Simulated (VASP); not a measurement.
# H6C2O in VASP: a series of runs

H6C2O is run at these levels: PBE+D3(BJ); tasks: single point.

All numbers are computed with VASP 6.6.1; they aren't measurements. Logs are shortened: lines on timing, memory, paths and dates and some standing lists are left out, and cuts for length are marked.

## (1) The cell of the first run

The cell holds an amorphous packing of atoms, 36 atoms: a = 7.529 Å, b = 7.529 Å, c = 7.529 Å, α = 90.00°, β = 90.00°, γ = 90.00°.

## (2) Single point, PBE+D3(BJ)

Contents of INCAR:

```
ALGO     = Normal         # electronic algorithm
EDIFF    = 1E-6           # SCF threshold, eV
ENCUT    = 520            # plane-wave cutoff, eV
GGA      = PE             # functional
GGA_COMPAT= False        
ISIF     = 2              # what is computed and relaxed
ISMEAR   = -1             # smearing method
IVDW     = 12             # dispersion correction
LASPH    = True           # aspherical terms in the spheres
LCHARG   = False          # write CHGCAR
LREAL    = Auto         
LWAVE    = False          # write WAVECAR
NBANDS   = 64             # bands
NELM     = 120            # most SCF steps
PREC     = Accurate       # precision mode
SIGMA    = 0.05           # smearing width, eV
```

Contents of KPOINTS:

```
k-points
0
Gamma
  1 1 1
```

Contents of POSCAR:

```
H6C2O
1.0
    7.5290720000      0.0000000000      0.0000000000
    0.0000000000      7.5290720000      0.0000000000
    0.0000000000      0.0000000000      7.5290720000
C O H
8 4 24
Direct
    0.0833701683      0.2475471081      0.3890784947
    0.2181012481      0.2335081933      0.2481713550
    0.6133823664      0.4296412626      0.6556319291
    0.4406651975      0.3874713909      0.7656454873
    0.4611192455      0.7561224013      0.0401244669
    0.5072736720      0.7856081068      0.2269203960
    0.9306990290     -0.0606714878      0.9865093600
    0.7768288044      0.0920564978      1.0080658015
    0.1086189639      0.2959196034      0.0848842992
    0.3478250706      0.2232413238      0.7377270399
    0.5373969063      0.6249907027      0.3116054674
    0.7187871228      0.1081408174      1.1764132419
    0.1896648086      0.3643742549      0.0123122743
    0.3421802846      0.3205972795      0.2480119728
    0.2569506574      0.0815239913      0.2301213217
    0.1446924667      0.3008870150      0.5098370689
   -0.0328460134      0.3333744185      0.3314219867
    0.0397791388      0.1131480746      0.4118037389
    0.2195888152      0.2071968498      0.7845455589
    0.4801521356      0.3879628193      0.9186523917
    0.3581450675      0.5104347521      0.7544754520
    0.6370771856      0.5681975149      0.6200365729
    0.7452047211      0.3876307731      0.7134345375
    0.6095837575      0.3568567282      0.5312341282
    0.6145113236      0.5529101063      0.2462454868
    0.6188013609      0.8869751810      0.2594343632
    0.4006204217      0.8483249994      0.2865027722
    0.5350194553      0.8372080915     -0.0370297960
    0.5249783771      0.6274212811      0.0217158237
    0.3142618373      0.7372887389     -0.0018860226
    0.7328658831      0.2204919810      1.2009846632
    0.8287475535      0.2168261905      0.9677155432
    0.6631760196      0.0379993710      0.9079073756
    1.0365952139     -0.0582143457      0.8701337960
    1.0312160649     -0.0911533320      1.0941321852
    0.8470765056     -0.1789065107      0.9752197880
```

Potentials or basis: VASP PAW PBE potentials, release 64 (C, O, H).

The run is started by

```sh
cat potpaw_PBE.64/C/POTCAR potpaw_PBE.64/O/POTCAR potpaw_PBE.64/H/POTCAR > POTCAR
mpirun -np 1 vasp_gam > vasp.out
```

OUTCAR:

```text
EDIFF = 1E-6
   ENCUT = 520
   GGA = PE
   ISIF = 2
   ISMEAR = -1
   IVDW = 12
   LASPH = True
   LREAL = Auto
   NELM = 120
   PREC = Accurate
 IVDW          = 12

 ion  position               nearest neighbor table
   1  0.083  0.248  0.389-  18 1.08  16 1.10  17 1.17   2 1.47
   2  0.218  0.234  0.248-  14 1.14  15 1.19   1 1.47   9 1.55
   3  0.613  0.430  0.656-  24 1.09  22 1.09  23 1.13   4 1.57
   4  0.441  0.387  0.766-  21 1.12  20 1.19  10 1.44   3 1.57
   5  0.461  0.756  0.040-  28 1.01  29 1.09  30 1.16   6 1.47
   6  0.507  0.786  0.227-  27 1.03  26 1.16  11 1.39   5 1.47
   7  0.931  0.939  0.987-  36 1.09  35 1.13  34 1.18   8 1.64
   8  0.777  0.092  0.008-  32 1.06  33 1.21  12 1.35   7 1.64
   9  0.109  0.296  0.085-  13 0.97   2 1.55
  10  0.348  0.223  0.738-  19 1.03   4 1.44
  11  0.537  0.625  0.312-  25 0.93   6 1.39
  12  0.719  0.108  0.176-  31 0.87   8 1.35
  13  0.190  0.364  0.012-   9 0.97
  14  0.342  0.321  0.248-   2 1.14
  15  0.257  0.082  0.230-   2 1.19
  16  0.145  0.301  0.510-   1 1.10
  17  0.967  0.333  0.331-   1 1.17
  18  0.040  0.113  0.412-   1 1.08
[... 16 lines left out ...]
  35  0.031  0.909  0.094-   7 1.13
  36  0.847  0.821  0.975-   7 1.09

  LATTYP: Found a simple cubic cell.
 ALAT       =     7.5290720000

  Lattice vectors:

 A1 = (   7.5290720000,   0.0000000000,   0.0000000000)
 A2 = (   0.0000000000,   7.5290720000,   0.0000000000)
 A3 = (   0.0000000000,   0.0000000000,   7.5290720000)

Analysis of symmetry for initial positions (statically):
=====================================================================
 Subroutine PRICEL returns:
 Original cell was already a primitive cell.

 Routine SETGRP: Setting up the symmetry group for a
 simple cubic supercell.

 Subroutine GETGRP returns: Found  1 space group operations
 (whereof  1 operations were pure point group operations)
 out of a pool of 48 trial point group operations.

The static configuration has the point symmetry C_1 .

Analysis of symmetry for dynamics (positions and initial velocities):
=====================================================================
 Subroutine PRICEL returns:
 Original cell was already a primitive cell.

 Routine SETGRP: Setting up the symmetry group for a
 simple cubic supercell.

 Subroutine GETGRP returns: Found  1 space group operations
 (whereof  1 operations were pure point group operations)
 out of a pool of 48 trial point group operations.

The dynamic configuration has the point symmetry C_1 .

 Subroutine INISYM returns: Found  1 space group operations
 (whereof  1 operations are pure point group operations),
 and found     1 'primitive' translations

----------------------------------------------------------------------------------------

                                     Primitive cell

  volume of cell :     426.7999

  direct lattice vectors                    reciprocal lattice vectors
     7.529072000  0.000000000  0.000000000     0.132818493  0.000000000  0.000000000
     0.000000000  7.529072000  0.000000000     0.000000000  0.132818493  0.000000000
     0.000000000  0.000000000  7.529072000     0.000000000  0.000000000  0.132818493

  length of vectors
     7.529072000  7.529072000  7.529072000     0.132818493  0.132818493  0.132818493

  position of ions in fractional coordinates (direct lattice)
     0.083370168  0.247547108  0.389078495
     0.218101248  0.233508193  0.248171355
     0.613382366  0.429641263  0.655631929
     0.440665198  0.387471391  0.765645487
     0.461119246  0.756122401  0.040124467
     0.507273672  0.785608107  0.226920396
[... 28 lines left out ...]
     0.031216065  0.908846668  0.094132185
     0.847076506  0.821093489  0.975219788

  ion indices of the primitive-cell ions
   primitive index   ion index
                 1           1
                 2           2
                 3           3
                 4           4
                 5           5
                 6           6
[... 28 lines left out ...]
                35          35
                36          36

----------------------------------------------------------------------------------------

 KPOINTS: k-points

Automatic generation of k-mesh.
 Grid dimensions read from file:
 generate k-points for:    1    1    1

 Generating k-lattice:

  Cartesian coordinates                     Fractional coordinates (reciprocal lattice)
     0.132818493  0.000000000  0.000000000     1.000000000  0.000000000  0.000000000
     0.000000000  0.132818493  0.000000000     0.000000000  1.000000000  0.000000000
     0.000000000  0.000000000  0.132818493     0.000000000  0.000000000  1.000000000

  Length of vectors
     0.132818493  0.132818493  0.132818493

  Shift w.r.t. Gamma in fractional coordinates (k-lattice)
     0.000000000  0.000000000  0.000000000

 Subroutine IBZKPT returns following result:
 ===========================================

 Found      1 irreducible k-points:

 Following reciprocal coordinates:
            Coordinates               Weight
  0.000000  0.000000  0.000000      1.000000
   k-points           NKPTS =      1   k-points in BZ     NKDIM =      1   number of bands    NBANDS=     64
   number of dos      NEDOS =    301   number of ions     NIONS =     36
   total plane-waves  NPLWV = 175616
   dimension x,y,z NGX =    56 NGY =   56 NGZ =   56
   dimension x,y,z NGXF=   112 NGYF=  112 NGZF=  112
   ions per type =               8   4  24
   NGX,Y,Z   is equivalent  to a cutoff of  12.37, 12.37, 12.37 a.u.
   NGXF,Y,Z  is equivalent  to a cutoff of  24.73, 24.73, 24.73 a.u.
 SYSTEM =  unknown system
   PREC   = accura    normal or accurate (medium, high low for compatibility)
   ISTART =      0    job   : 0-new  1-cont  2-samecut
   ICHARG =      2    charge: 1-file 2-atom 10-const
   ISPIN  =      1    spin polarized calculation?
   LNONCOLLINEAR =      F non collinear calculations
   LSORBIT =      F    spin-orbit coupling
   LASPH  =      T    aspherical Exc in radial PAW
   ENCUT  =  520.0 eV  38.22 Ry    6.18 a.u.  14.00 14.00 14.00*2*pi/ulx,y,z
   NELM   =    120;   NELMIN=  2; NELMDL= -5     # of ELM steps
   EDIFF  = 0.1E-05   stopping-criterion for ELM
   LREAL  =      T    real-space projection
   EDIFFG = 0.1E-04   stopping-criterion for IOM
   NSW    =      0    number of steps for IOM
   IBRION =     -1    ionic relax: 0-MD 1-quasi-New 2-CG
   NFREE  =      0    steps in history (QN), initial steepest desc. (CG)
   ISIF   =      2    stress and relaxation
   ISYM   =      2    0-nonsym 1-usesym 2-fastsym
   POTIM  = 0.5000    time-step for ionic-motion
   TEBEG  =    0.0;   TEEND  =   0.0 temperature during run
   PSTRESS=    0.0 pullay stress
   NELECT =      80.0000    total number of electrons
   NUPDOWN=      -1.0000    fix difference up-down
   EMIN   =  10.00;   EMAX   =-10.00  energy-range for DOS
   EFERMI =   0.00;   METHOD = LEGACY
   ISMEAR =    -1;   SIGMA  =   0.05  broadening in eV -4-tet -1-fermi 0-gaus
   EFERMI_NEDOS =   21; number of points for ismear=-14 and -15
   IALGO  =     38    algorithm
   IMIX   =      4    mixing-type and parameters
     AMIX     =   0.40;   BMIX     =  1.00
     AMIX_MAG =   1.60;   BMIX_MAG =  1.00
  volume/ion in A,a.u.               =      11.86        80.01
  Fermi-wavevector in a.u.,A,eV,Ry     =   0.936907  1.770498 11.943135  0.877796
  Thomas-Fermi vector in A             =   2.063965
   LORBIT       =      0    0 simple, 1 ext, 2 COOP (PROOUT), +10 PAW based schemes
   GGA     = PE    functional components
   LHFCALC =     F    Hartree Fock is set to
   AEXX    =    0.0000 exact exchange contribution
   IVDW    =    12    specifies the selected vdW correction
   LEPSILON=     F    determine dielectric tensor
   LRPA    =     F    only Hartree local field effects (RPA)
 non-spin polarized calculation
  energy-cutoff  :      520.00
  volume of cell :      426.80
 maximum number of plane-waves:      5730
 NGX is ok and might be reduce to    54
   NGX = 27   NGY = 27   NGZ = 27

 number of electron      79.9999988 magnetization

 Free energy of the ion-electron system (eV)
  ---------------------------------------------------
  ext. energy  EPLUGINS =         0.00000000
  ---------------------------------------------------
  free energy    TOTEN  =      -183.55963526 eV

  energy without entropy =     -183.55963526  energy(sigma->0) =     -183.55963526

 E-fermi :  -1.8201     XC(G=0):  -6.0655

 val. band max:       -3.0746314324   @ k =   0.0000   0.0000   0.0000
 cond. band min:       1.2963692213   @ k =   0.0000   0.0000   0.0000
 fundamental gap:      4.3710006537
 Fermi energy:        -1.8201029403

 k-point     1 :       0.0000    0.0000    0.0000
  band No.  band energies     occupation
      1     -24.3276      2.00000
      2     -23.0939      2.00000
      3     -22.3394      2.00000
      4     -22.0487      2.00000
      5     -15.9269      2.00000
      6     -15.8943      2.00000
[... 44 lines left out ...]
     51       4.6623      0.00000
     52       4.9994      0.00000
 [bands above 52 left out]

------------------------ aborting loop because EDIFF is reached ----------------------------------------

 Edisp (eV)   -1.26335

 E8    (eV) :    -0.2834

  FORCE on cell =-STRESS in cart. coord.  units (eV):
  Direction    XX          YY          ZZ          XY          YZ          ZX
  --------------------------------------------------------------------------------------
  -------------------------------------------------------------------------------------
  Total     -13.79085     6.12257    10.99892     0.21882     1.64957    -7.23739
  in kB     -51.76990    22.98369    41.28917     0.82144     6.19235   -27.16866
  external pressure =        4.17 kB  Pullay stress =        0.00 kB

 VOLUME and BASIS-vectors are now :
 -----------------------------------------------------------------------------
  energy-cutoff  :      520.00
  volume of cell :      426.80
      direct lattice vectors                 reciprocal lattice vectors
     7.529072000  0.000000000  0.000000000     0.132818493  0.000000000  0.000000000
     0.000000000  7.529072000  0.000000000     0.000000000  0.132818493  0.000000000
     0.000000000  0.000000000  7.529072000     0.000000000  0.000000000  0.132818493

 POSITION                                       TOTAL-FORCE (eV/Angst)
 -----------------------------------------------------------------------------------
      0.62770      1.86380      2.92940        -1.030790      1.158482      0.419079
      1.64210      1.75810      1.86850         0.604415     -0.641552     -3.073847
      4.61820      3.23480      4.93630         0.575366     -1.467218      0.380419
      3.31780      2.91730      5.76460         0.494607      1.279070      2.917227
      3.47180      5.69290      0.30210        -1.898460     -2.691038     -0.053419
      3.81930      5.91490      1.70850         1.888459      1.681672      0.685822
[... 28 lines left out ...]
      0.23503      6.84277      0.70873        -1.161798      0.804183      0.100575
      6.37770      6.18207      7.34250         0.424267     -0.547047     -0.273358
 -----------------------------------------------------------------------------------
    total drift:                                0.004245      0.000699      0.003235

  FREE ENERGIE OF THE ION-ELECTRON SYSTEM (eV)
  ---------------------------------------------------
  free  energy   TOTEN  =      -184.8229878312 eV

  energy  without entropy=     -184.8229878311  energy(sigma->0) =     -184.82298783
```

Wall time 33 s (1 thread of Intel Xeon 6975P-C (Granite Rapids), shared host); peak memory 0.38 GiB.

What came out:

| Item | Value |
| --- | --- |
| Free energy | -184.8230 eV |
| Pressure | 0.4 GPa |
| Largest force | 7.035 eV/Å |
| Band gap on the k mesh | 4.37 eV |
| Dispersion energy per atom | -0.035 eV |

Forces on the atoms (eV/Å):
```
C   -1.031  1.158  0.419
C    0.604 -0.642 -3.074
C    0.575 -1.467  0.380
C    0.495  1.279  2.917
C   -1.898 -2.691 -0.053
C    1.888  1.682  0.686
C    0.887 -0.037 -0.465
C    1.179 -3.122 -4.001
O    1.298 -0.615  0.655
O   -0.915 -0.623 -0.667
O   -1.310 -0.450  2.688
O   -1.692 -5.867  0.729
H    0.250  0.142 -0.122
H   -1.078 -0.721  0.452
H   -0.217  2.238 -0.130
H   -0.416  0.117  0.109
H    1.450 -0.920  1.219
H   -0.738 -0.353  0.515
H    2.401  1.062 -0.393
H   -0.282  0.031 -1.758
H   -0.241 -0.641 -0.239
H   -0.725  0.221  0.170
H   -1.005 -0.123  0.235
H   -0.230 -0.168 -0.487
H    1.344 -0.883 -1.158
H   -0.908 -1.395 -0.959
H   -2.064  0.771  1.635
H    1.088  2.393 -2.532
H   -0.143 -0.417 -0.829
H    1.574  0.554  0.637
H    0.734  6.646  2.188
H    0.359  0.921 -0.897
H    1.582  1.228  1.435
H   -2.078  0.433  0.869
H   -1.162  0.804  0.101
H    0.424 -0.547 -0.273
```

Caveat: the k points lie up to 0.83 Å⁻¹ apart.

(Continued in part 2 of 2.)
